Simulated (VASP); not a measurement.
# GaP: single point with PBEsol

Crystal: GaP.

```
Ga P
1.0
     0.00000    2.69200    2.69200
     2.69200    0.00000    2.69200
     2.69200    2.69200    0.00000
Ga P
1 1
Direct
  0.00000 0.00000 0.00000
  0.25000 0.25000 0.25000
```

```json
{
 "Program": "VASP 6.6.1",
 "Task": "single point",
 "Functional": "PBEsol",
 "Potentials or basis": "VASP PAW PBE potentials, release 64 (Ga_d, P)",
 "Cutoff": "520 eV",
 "k mesh": "10 × 10 × 10",
 "Occupations": "gaussian, width 0.02 eV",
 "Spin": "no spin polarisation",
 "Dipole correction": "no",
 "Further INCAR settings": "ALGO = Normal; EDIFF = 1e-06; NBANDS = 16"
}
```

| Property | Result |
| --- | --- |
| Pressure | 2.6 GPa |
| Band gap on the k mesh | 1.42 eV (least direct gap 2.06 eV) |

Levels at points of the mesh, in eV from the valence-band top:
```
           k point  band 7  band 8  band 9  band 10  band 11  band 12
(0.00, 0.00, 0.00)    0.00    0.00    0.00     2.06     3.82     3.82
(0.50, 0.00, 0.00)   -6.91   -1.18   -1.18     1.70     4.64     4.64
(0.50, 0.50, 0.00)   -6.99   -2.84   -2.84     1.44     1.68    10.83
```

It took 18 s on 1 thread of AMD EPYC 7R13 Processor (Zen 3), on a shared host, peak memory 0.14 GiB.

Caveat: the PAW data sets were made with another functional, which shifts forces and pressure a little. A k mesh can miss the band edges.
